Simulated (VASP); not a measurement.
A run of VASP 6.6.1 is set up as follows.

The input INCAR:

```
PREC     = Accurate       # precision mode
ENCUT    = 600            # plane-wave cutoff, eV
EDIFF    = 1E-7           # SCF threshold, eV
ISMEAR   = -1             # smearing method
SIGMA    = 0.03           # smearing width, eV
LREAL    = F              # projectors in reciprocal space
LASPH    = T              # aspherical terms in the spheres
NELM     = 120            # most SCF steps
ALGO     = Normal         # electronic algorithm
ISIF     = 3              # what is computed and relaxed
LWAVE    = F              # write WAVECAR
LCHARG   = F              # write CHGCAR
GGA      = PS             # functional
IBRION   = 2              # ionic algorithm
NSW      = 100            # ionic steps
EDIFFG   = -0.01          # ionic threshold
GGA_COMPAT= F            
NELMIN   = 4
```

Contents of KPOINTS:

```
Automatic mesh
0
Gamma
  9 9 4
```

The input POSCAR:

```
HfO2
1.0
    2.8877293400      0.0000000000      0.0000000000
   -1.4438646700      2.5008469700      0.0000000000
    0.0000000000      0.0000000000      4.7258703500
Hf O
1 2
Direct
    0.0000000000      0.0000000000      0.0000000000
    0.6666666700      0.3333333300      0.7620900300
    0.3333333300      0.6666666700      0.2379099700
```

Potentials or basis: VASP PAW PBE potentials, release 64 (Hf_pv, O).

The run is started by

```console
$ cat potpaw_PBE.64/Hf_pv/POTCAR potpaw_PBE.64/O/POTCAR > POTCAR
$ mpirun -np 1 vasp_std > vasp.out
```

Q: What does it give for the space group after relaxing (to 0.1 Å)?

A: P-3m1 (No. 164).

Q: Estimate the band gap on the k mesh.

A: 4.81 eV (least direct gap 5.08 eV).

Q: What does it give for the relaxed cell?

A: a = 3.207 Å, b = 3.207 Å, c = 4.982 Å, α = 90.00°, β = 90.00°, γ = 120.00°.

The path:
```csv
step,energy change (eV),largest force (eV/Å),pressure (GPa),volume (Å³)
1,0.0000,0.1666,43.33,34.13
3,-1.0392,2.4781,-9.29,40.76
5,-1.4032,0.1408,-1.16,39.80
7,-1.4036,0.0870,3.91,39.23
9,-1.4122,0.0990,0.95,39.79
11,-1.4287,0.2004,0.06,42.14
13,-1.4331,0.0428,0.58,42.65
15,-1.4334,0.0072,-0.06,42.86
17,-1.4341,0.0630,-0.18,43.15
19,-1.4343,0.0233,0.31,43.16
21,-1.4348,0.0377,0.37,43.57
23,-1.4350,0.0014,-0.11,43.72
25,-1.4350,0.0023,-0.07,43.72
27,-1.4351,0.0320,-0.07,43.84
29,-1.4352,0.0132,0.15,43.85
31,-1.4353,0.0109,0.09,44.05
33,-1.4354,0.0058,-0.11,44.22
35,-1.4353,0.0133,-0.32,44.27
37,-1.4354,0.0069,-0.17,44.23
39,-1.4354,0.0087,-0.15,44.26
41,-1.4354,0.0200,-0.10,44.39
42,-1.4354,0.0062,0.03,44.37
```

Caveat: the volume moved by over 15 % at a fixed basis, so the end points are rough; the PAW data sets were made with another functional, which shifts forces and pressure a little; spin-orbit coupling is left out, which moves the levels of the heavy elements; an odd mesh through Γ misses points on the zone boundary, where band edges can lie.
